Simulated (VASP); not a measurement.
Set up this calculation in VASP 6.6.1, as the native input.

```yaml
Task: single point
Functional: RPBE
Potentials_or_basis: VASP PAW PBE potentials, release 64 (Ni)
Cutoff: 520 eV
k_mesh: 18 × 18 × 18
Occupations: fermi-dirac, width 0.05 eV
Spin: collinear spin, ferromagnetic start
Starting_moments: "[0.612] μB"
Dipole_correction: no
Further_INCAR_settings: ALGO = Normal; EDIFF = 1e-06; NBANDS = 15
```

The structure of Ni lies in POSCAR:

```
Ni
1.0
   -1.3950112960      1.3950112960      1.3950112960
    1.3950112960     -1.3950112960      1.3950112960
    1.3950112960      1.3950112960     -1.3950112960
Ni
1
Direct
    0.0000000000      0.0000000000      0.0000000000
```

This isn't the form of Ni at room conditions, which is fcc.

These files were run (other wordings do the same):

INCAR

```
ALGO = Normal
EDIFF = 1E-6
ENCUT = 520
GGA = RP
ISIF = 2
ISMEAR = -1
ISPIN = 2
LASPH = True
LCHARG = True
LELF = True
LMAXMIX = 4
LORBIT = 11
LREAL = False
LVHAR = True
LWAVE = False
MAGMOM = 0.612
NBANDS = 15
NELM = 150
PREC = Accurate
SIGMA = 0.05
```

KPOINTS

```
k-points
0
Gamma
  18 18 18
```

Potentials or basis: VASP PAW PBE potentials, release 64 (Ni).

The run is started by

```sh
$ cat potpaw_PBE.64/Ni/POTCAR > POTCAR
$ mpirun -np 1 vasp_std > vasp.out
```

It gave:

| Quantity | Value |
| --- | --- |
| Pressure | 7.9 GPa |
| Net moment | 0.57 μB per cell |
| Site moments | Ni +0.57 μB |
| Valence electrons inside the program's atomic spheres | Ni 9.31 |

Caveat: the cell stands under pressure; the PAW data sets were made with another functional, which shifts forces and pressure a little.

Run time: 100 s on 1 thread of Intel Xeon 8259CL, on a shared host, peak memory 0.16 GiB.
